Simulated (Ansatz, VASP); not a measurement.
## Ag: VASP beside Ansatz

```xyz
3
Lattice="4.7975 0.0000 0.0000 -2.3988 4.1548 0.0000 0.0000 0.0000 2.8707" Properties=species:S:1:pos:R:3 pbc="T T T"
Ag   -2.3988    4.1548    0.0000
Ag    0.0000    2.7698    1.4353
Ag    2.3988    1.3849    1.4353
```

Alike in both runs: task single point; functional r2SCAN; k mesh 9 × 9 × 13; occupations fermi-dirac, width 0.1 eV; no spin polarisation.

```csv
,VASP,Ansatz
version,VASP 6.6.1,Ansatz 0.2.0
potentials or method,"VASP PAW PBE potentials, release 64 (Ag), cutoff 520 eV","plane waves (500 eV) with PAW, scalar-relativistic"
valence electrons in the cell,33,57
```

```csv
,VASP,Ansatz,Ansatz less VASP
pressure (GPa),-6.0,-6.0,-0.05
```

VASP's potentials were made for PBE, not for r2SCAN. The functional is the same, so the differences come from potentials, cutoffs and numerics. VASP's potentials hold 33 valence electrons a cell and Ansatz's 57, so a difference there can come from the potentials and not from the codes.
